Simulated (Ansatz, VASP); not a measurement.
# One calculation of Zn2S, two programs

```
Zn S
1.0
     0.00000    3.09108    3.09108
     3.09108    0.00000    3.09108
     3.09108    3.09108    0.00000
Zn S
2 1
Direct
  0.25000 0.25000 0.25000
  0.75000 0.75000 0.75000
  0.50000 0.50000 0.50000
```

Alike in both runs: functional PBE; k mesh 14 × 14 × 14; occupations gaussian, width 0.1 eV; no spin polarisation.

Ansatz relaxed the structure, and its values are those at the end. VASP's run is a single point on that final structure, the one shown.

|  | VASP | Ansatz |
| --- | --- | --- |
| version | VASP 6.6.1 | Ansatz 0.2.0 |
| potentials or method | VASP PAW PBE potentials, release 64 (Zn, S), cutoff 520 eV | scalar-relativistic, plane waves, PAW |
| valence electrons in the cell | 30 | 30 |

Ansatz gave:

```
gap on the k mesh at the Fermi level (eV) : none
pressure (GPa)                            : 0.0
```

Q: Estimate VASP's values.

A: gap on the k mesh at the Fermi level (eV): none; pressure (GPa): 0.1.

A gap of «none» marks a metal or a gap that the smearing closes.
